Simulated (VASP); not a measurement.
# BeTe (F-43m) in VASP: settings compared, part 2 of 3

VASP 6.6.1. The steps go on from the part before.

**3. Single point, HSE06**

This run uses another cell than the first one, of 22.63 Å³/atom.

File POSCAR:

```
BeTe
1.0
    0.0000000000      2.8286236224      2.8286236224
    2.8286236224      0.0000000000      2.8286236224
    2.8286236224      2.8286236224      0.0000000000
Be Te
1 1
Direct
    0.0000000000      0.0000000000      0.0000000000
    0.2500000000      0.2500000000      0.2500000000
```

File INCAR.step1:

```
ALGO = Normal
EDIFF = 1E-5
ENCUT = 520
GGA = PE
ISIF = 2
ISMEAR = 0
LASPH = T
LCHARG = F
LREAL = F
LWAVE = T
NBANDS = 11
NELM = 80
PREC = Accurate
SIGMA = 0.01
```

File INCAR.step2:

```
ALGO = Normal
EDIFF = 1E-7
ENCUT = 520
GGA = PE
HFSCREEN = 0.2079
ISIF = 2
ISMEAR = 0
ISTART = 1
LASPH = T
LCHARG = F
LHFCALC = T
LREAL = F
LWAVE = F
NBANDS = 11
NELM = 80
PREC = Accurate
PRECFOCK = Normal
SIGMA = 0.01
```

File KPOINTS:

```
k-points
0
Gamma
  6 6 6
```

Potentials or basis: VASP PAW PBE potentials, release 64 (Be, Te).

Launch:

```
> cat potpaw_PBE.64/Be/POTCAR potpaw_PBE.64/Te/POTCAR > POTCAR
> cp INCAR.step1 INCAR
> mpirun -np 1 vasp_std > vasp.out
> cp INCAR.step2 INCAR
> mpirun -np 1 vasp_std > vasp.out
```

OUTCAR:

```text
EDIFF = 1E-7
   ENCUT = 520
   GGA = PE
   HFSCREEN = 0.2079
   ISIF = 2
   ISMEAR = 0
   ISTART = 1
   LASPH = T
   LHFCALC = T
   LREAL = F
   NELM = 80
   PREC = Accurate
   PRECFOCK = Normal

 ion  position               nearest neighbor table
   1  0.000  0.000  0.000-   2 2.45   2 2.45   2 2.45   2 2.45
   2  0.250  0.250  0.250-   1 2.45   1 2.45   1 2.45   1 2.45

  LATTYP: Found a face centered cubic cell.
 ALAT       =     5.6572472448

  Lattice vectors:

 A1 = (   0.0000000000,   2.8286236224,   2.8286236224)
 A2 = (   2.8286236224,   0.0000000000,   2.8286236224)
 A3 = (   2.8286236224,   2.8286236224,   0.0000000000)

Analysis of symmetry for initial positions (statically):
=====================================================================
 Subroutine PRICEL returns:
 Original cell was already a primitive cell.

 Routine SETGRP: Setting up the symmetry group for a
 face centered cubic supercell.

 Subroutine GETGRP returns: Found 24 space group operations
 (whereof 24 operations were pure point group operations)
 out of a pool of 48 trial point group operations.

The static configuration has the point symmetry T_d .

Analysis of symmetry for dynamics (positions and initial velocities):
=====================================================================
 Subroutine PRICEL returns:
 Original cell was already a primitive cell.

 Routine SETGRP: Setting up the symmetry group for a
 face centered cubic supercell.

 Subroutine GETGRP returns: Found 24 space group operations
 (whereof 24 operations were pure point group operations)
 out of a pool of 48 trial point group operations.

The dynamic configuration has the point symmetry T_d .

 Subroutine INISYM returns: Found 24 space group operations
 (whereof 24 operations are pure point group operations),
 and found     1 'primitive' translations

----------------------------------------------------------------------------------------

                                     Primitive cell

  volume of cell :      45.2643

  direct lattice vectors                    reciprocal lattice vectors
     0.000000000  2.828623622  2.828623622    -0.176764415  0.176764415  0.176764415
     2.828623622  0.000000000  2.828623622     0.176764415 -0.176764415  0.176764415
     2.828623622  2.828623622  0.000000000     0.176764415  0.176764415 -0.176764415

  length of vectors
     4.000277890  4.000277890  4.000277890     0.306164948  0.306164948  0.306164948

  position of ions in fractional coordinates (direct lattice)
     0.000000000  0.000000000  0.000000000
     0.250000000  0.250000000  0.250000000

  ion indices of the primitive-cell ions
   primitive index   ion index
                 1           1
                 2           2

----------------------------------------------------------------------------------------

 KPOINTS: k-points

Automatic generation of k-mesh.
 Grid dimensions read from file:
 generate k-points for:    6    6    6

 Generating k-lattice:

  Cartesian coordinates                     Fractional coordinates (reciprocal lattice)
    -0.029460736  0.029460736  0.029460736     0.166666667  0.000000000  0.000000000
[... 38 lines left out ...]
   NGX,Y,Z   is equivalent  to a cutoff of  12.47, 12.47, 12.47 a.u.
   NGXF,Y,Z  is equivalent  to a cutoff of  24.94, 24.94, 24.94 a.u.
 SYSTEM =  unknown system
   PREC   = accura    normal or accurate (medium, high low for compatibility)
   ISTART =      1    job   : 0-new  1-cont  2-samecut
   ICHARG =      0    charge: 1-file 2-atom 10-const
   ISPIN  =      1    spin polarized calculation?
   LNONCOLLINEAR =      F non collinear calculations
   LSORBIT =      F    spin-orbit coupling
   LASPH  =      T    aspherical Exc in radial PAW
   ENCUT  =  520.0 eV  38.22 Ry    6.18 a.u.   7.44  7.44  7.44*2*pi/ulx,y,z
   NELM   =     80;   NELMIN=  2; NELMDL=  0     # of ELM steps
   EDIFF  = 0.1E-06   stopping-criterion for ELM
   LREAL  =      F    real-space projection
   EDIFFG = 0.1E-05   stopping-criterion for IOM
   NSW    =      0    number of steps for IOM
   IBRION =     -1    ionic relax: 0-MD 1-quasi-New 2-CG
   NFREE  =      0    steps in history (QN), initial steepest desc. (CG)
   ISIF   =      2    stress and relaxation
   ISYM   =      3    0-nonsym 1-usesym 2-fastsym
   POTIM  = 0.5000    time-step for ionic-motion
   TEBEG  =    0.0;   TEEND  =   0.0 temperature during run
   PSTRESS=    0.0 pullay stress
   NELECT =       8.0000    total number of electrons
   NUPDOWN=      -1.0000    fix difference up-down
   EMIN   =  10.00;   EMAX   =-10.00  energy-range for DOS
   EFERMI =   0.00;   METHOD = LEGACY
   ISMEAR =     0;   SIGMA  =   0.01  broadening in eV -4-tet -1-fermi 0-gaus
   EFERMI_NEDOS =   21; number of points for ismear=-14 and -15
   IALGO  =     38    algorithm
   IMIX   =      1    mixing-type and parameters
     AMIX     =   0.40;   BMIX     =  1.00
     AMIX_MAG =   1.60;   BMIX_MAG =  1.00
  volume/ion in A,a.u.               =      22.63       152.73
  Fermi-wavevector in a.u.,A,eV,Ry     =   0.918727  1.736142 11.484116  0.844059
  Thomas-Fermi vector in A             =   2.043841
   LORBIT       =      0    0 simple, 1 ext, 2 COOP (PROOUT), +10 PAW based schemes
   GGA     = PE    functional components
   LHFCALC =     T    Hartree Fock is set to
   PRECFOCK=normal    Normal, Fast or Accurate (Low or Medium for compatibility)
   ENCUT4O =  -1.0   cutoff for four orbital integrals eV
   NKREDX  =     1    reduce k-point grid by
   NKREDY  =     1    reduce k-point grid by
   NKREDZ  =     1    reduce k-point grid by
   AEXX    =    0.2500 exact exchange contribution
   HFSCREEN=    0.2079 screening length (either q_TF or 0.3 A-1)
   HFSCREENC=   0.2079 screening length for correlation (either q_TF or 0.3 A-1)
   ENCUTFOCK=  -1.0 apply spherical cutoff to Coloumb kernel
   IVDW    =     0    specifies the selected vdW correction
   LEPSILON=     F    determine dielectric tensor
   LRPA    =     F    only Hartree local field effects (RPA)
 non-spin polarized calculation
 Gauss-broadening in eV      SIGMA  =   0.01
  energy-cutoff  :      520.00
  volume of cell :       45.26
 maximum number of plane-waves:      1243
 NGX is ok and might be reduce to    30
  NGX = 24; NGY = 24; NGZ = 24

 number of electron       8.0000000 magnetization

 Free energy of the ion-electron system (eV)
  ---------------------------------------------------
  ext. energy  EPLUGINS =         0.00000000
  ---------------------------------------------------
  free energy    TOTEN  =        -8.75084433 eV

  energy without entropy =       -8.75084433  energy(sigma->0) =       -8.75084433

 E-fermi :   4.5534     XC(G=0):  -7.5230

 val. band max:        4.4679357926   @ k =   0.0000   0.0000   0.0000
 cond. band min:       7.1403039130   @ k =   0.5000   0.5000   0.0000
 fundamental gap:      2.6723681205
 Fermi energy:         4.5534193471

 k-point     1 :       0.0000    0.0000    0.0000
  band No.  band energies     occupation
      1      -8.8859      2.00000
      2       4.4679      2.00000
      3       4.4679      2.00000
      4       4.4679      2.00000
      5       8.9508      0.00000
      6       8.9508      0.00000
      7       8.9508      0.00000
      8       8.9573      0.00000
      9      13.8089      0.00000
     10      15.7270      0.00000
     11      15.7270      0.00000
[... 197 lines left out ...]
 k-point    16 :      -0.3333    0.5000    0.1667
  band No.  band energies     occupation
      1      -6.8335      2.00000
      2      -0.7510      2.00000
      3       0.8571      2.00000
      4       1.2035      2.00000
      5       8.9576      0.00000
      6       9.5739      0.00000
      7      12.8281      0.00000
      8      13.1545      0.00000
      9      16.6176      0.00000
     10      17.4437      0.00000
     11      18.5124      0.00000

------------------------ aborting loop because EDIFF is reached ----------------------------------------

  FORCE on cell =-STRESS in cart. coord.  units (eV):
  Direction    XX          YY          ZZ          XY          YZ          ZX
  --------------------------------------------------------------------------------------
  -------------------------------------------------------------------------------------
  Total       -0.2649289     -0.2649289     -0.2649289      0.0000000     -0.0000000      0.0000000
  in kB       -9.3774441     -9.3774441     -9.3774441      0.0000000     -0.0000000      0.0000000
  external PRESSURE =      -9.3774441 kB  Pullay stress =       0.0000000 kB

 VOLUME and BASIS-vectors are now :
 -----------------------------------------------------------------------------
  energy-cutoff  :      520.00
  volume of cell :       45.26
      direct lattice vectors                 reciprocal lattice vectors
     0.000000000  2.828623622  2.828623622    -0.176764415  0.176764415  0.176764415
     2.828623622  0.000000000  2.828623622     0.176764415 -0.176764415  0.176764415
     2.828623622  2.828623622  0.000000000     0.176764415  0.176764415 -0.176764415

 POSITION                                       TOTAL-FORCE (eV/Angst)
 -----------------------------------------------------------------------------------
      0.00000      0.00000      0.00000         0.000000      0.000000      0.000000
      1.41431      1.41431      1.41431        -0.000000     -0.000000     -0.000000
 -----------------------------------------------------------------------------------
    total drift:                                0.000000      0.000000      0.000000

  FREE ENERGIE OF THE ION-ELECTRON SYSTEM (eV)
  ---------------------------------------------------
  free  energy   TOTEN  =        -8.7508443276 eV

  energy  without entropy=       -8.7508443276  energy(sigma->0) =       -8.75084433
```

It took 18 min on 1 thread of Intel Xeon Platinum 8259CL at 2.50GHz (Skylake/Cascade Lake), shared host; peak memory 0.29 GiB.

Results:

| Quantity | Value |
| --- | --- |
| Free energy | -8.7508 eV |
| Pressure | -0.9 GPa |
| Band gap on the k mesh | 2.67 eV (least direct gap 4.48 eV) |

Levels at points of the mesh, in eV from the valence-band top:
```
           k point  band 2  band 3  band 4  band 5  band 6  band 7
(0.00, 0.00, 0.00)    0.00    0.00    0.00    4.48    4.48    4.48
(0.50, 0.00, 0.00)   -6.01   -1.20   -1.20    3.79    5.48    5.48
(0.50, 0.50, 0.00)   -5.58   -2.82   -2.82    2.67    3.40   10.99
```

Caveat: the PAW data sets were made with another functional, which shifts forces and pressure a little; spin-orbit coupling is left out, which moves the levels of the heavy elements. A k mesh can miss the band edges.

**4. Single point, PBE0**

This run uses another cell than the first one, of 22.63 Å³/atom.

POSCAR is that of step 3.

File INCAR.step1:

```
ALGO     = Normal         # electronic algorithm
EDIFF    = 1E-5           # SCF threshold, eV
ENCUT    = 520            # plane-wave cutoff, eV
GGA      = PE             # functional
ISIF     = 2              # what is computed and relaxed
ISMEAR   = 0              # smearing method
LASPH    = True           # aspherical terms in the spheres
LCHARG   = False          # write CHGCAR
LREAL    = False          # projectors in reciprocal space
LWAVE    = True           # write WAVECAR
NBANDS   = 11             # bands
NELM     = 100            # most SCF steps
PREC     = Accurate       # precision mode
SIGMA    = 0.01           # smearing width, eV
```

File INCAR.step2:

```
AEXX     = 0.25           # exact-exchange fraction
ALGO     = Normal         # electronic algorithm
EDIFF    = 1E-6           # SCF threshold, eV
ENCUT    = 520            # plane-wave cutoff, eV
GGA      = PE             # functional
ISIF     = 2              # what is computed and relaxed
ISMEAR   = 0              # smearing method
ISTART   = 1            
LASPH    = True           # aspherical terms in the spheres
LCHARG   = False          # write CHGCAR
LHFCALC  = True           # exact exchange
LREAL    = False          # projectors in reciprocal space
LWAVE    = False          # write WAVECAR
NBANDS   = 11             # bands
NELM     = 100            # most SCF steps
PREC     = Accurate       # precision mode
PRECFOCK = Normal       
SIGMA    = 0.01           # smearing width, eV
```

KPOINTS is that of step 3.

Launch:

```
> cat potpaw_PBE.64/Be/POTCAR potpaw_PBE.64/Te/POTCAR > POTCAR
> cp INCAR.step1 INCAR
> mpirun -np 1 vasp_std > vasp.out
> cp INCAR.step2 INCAR
> mpirun -np 1 vasp_std > vasp.out
```

Wall time 9.9 min (1 thread of Intel Xeon Platinum 8259CL at 2.50GHz (Skylake/Cascade Lake), shared host); peak memory 0.2 GiB.

The run converged. Its results:

```yaml
Free_energy: -9.3389 eV
Pressure: -1.0 GPa
Band_gap_on_the_k_mesh: 3.34 eV (least direct gap 5.17 eV)
```

Levels at points of the mesh, in eV from the valence-band top:
| k point | band 1 | band 2 | band 3 | band 4 | band 5 | band 6 | band 7 | band 8 | band 9 |
| --- | --- | --- | --- | --- | --- | --- | --- | --- | --- |
| (0.00, 0.00, 0.00) | -13.44 | 0.00 | 0.00 | 0.00 | 5.17 | 5.17 | 5.17 | 5.17 | 10.04 |
| (0.50, 0.00, 0.00) | -11.95 | -6.10 | -1.22 | -1.22 | 4.48 | 6.18 | 6.18 | 9.54 | 12.76 |
| (0.50, 0.50, 0.00) | -11.41 | -5.67 | -2.87 | -2.87 | 3.34 | 4.08 | 11.73 | 11.73 | 13.51 |

Caveat: the PAW data sets were made with another functional, which shifts forces and pressure a little; spin-orbit coupling is left out, which moves the levels of the heavy elements. A k mesh can miss the band edges.

**5. Single point, r2SCANh**

This run uses another cell than the first one, of 22.63 Å³/atom.

POSCAR is that of step 4.

File INCAR.step1:

```
SYSTEM = BeTe
  ALGO = Normal
  EDIFF = 1E-5
  ENCUT = 520
  GGA = PE
  ISIF = 2
  ISMEAR = 0
  LASPH = .True.
  LCHARG = .False.
  LREAL = .False.
  LWAVE = .True.
  NBANDS = 11
  NELM = 80
  PREC = Accurate
  SIGMA = 0.01
```

File INCAR.step2:

```
SYSTEM = BeTe
  AEXX = 0.1
  ALGO = Normal
  EDIFF = 1E-6
  ENCUT = 520
  ISIF = 2
  ISMEAR = 0
  ISTART = 1
  LASPH = .True.
  LCHARG = .False.
  LHFCALC = .True.
  LMIXTAU = .True.
  LREAL = .False.
  LWAVE = .False.
  METAGGA = R2SCAN
  NBANDS = 11
  NELM = 80
  PREC = Accurate
  PRECFOCK = Normal
  SIGMA = 0.01
```

File KPOINTS:

```
k-points
0
Gamma
  6 6 6
  0 0 0
```

Launch:

```
> cat potpaw_PBE.64/Be/POTCAR potpaw_PBE.64/Te/POTCAR > POTCAR
> cp INCAR.step1 INCAR
> mpirun -np 1 vasp_std > vasp.out
> cp INCAR.step2 INCAR
> mpirun -np 1 vasp_std > vasp.out
```

Run time: 9.1 min. Hardware: 1 thread of Oxide Virtual Turin-like, shared host; peak memory 0.16 GiB.

Results (log left out):

```
Free energy            : -29.0644 eV
Pressure               : -0.2 GPa
Band gap on the k mesh : 2.84 eV (least direct gap 4.58 eV)
```

Levels at points of the mesh, in eV from the valence-band top:
| k point | band 2 | band 3 | band 4 | band 5 | band 6 | band 7 |
| --- | --- | --- | --- | --- | --- | --- |
| (0.00, 0.00, 0.00) | 0.00 | 0.00 | 0.00 | 4.58 | 4.58 | 4.58 |
| (0.50, 0.00, 0.00) | -5.91 | -1.19 | -1.19 | 4.01 | 5.58 | 5.58 |
| (0.50, 0.50, 0.00) | -5.49 | -2.79 | -2.79 | 2.84 | 3.51 | 11.18 |

Caveat: the PAW data sets were made with another functional, which shifts forces and pressure a little; spin-orbit coupling is left out, which moves the levels of the heavy elements. A k mesh can miss the band edges.

(Part 2 of 3 ends here.)
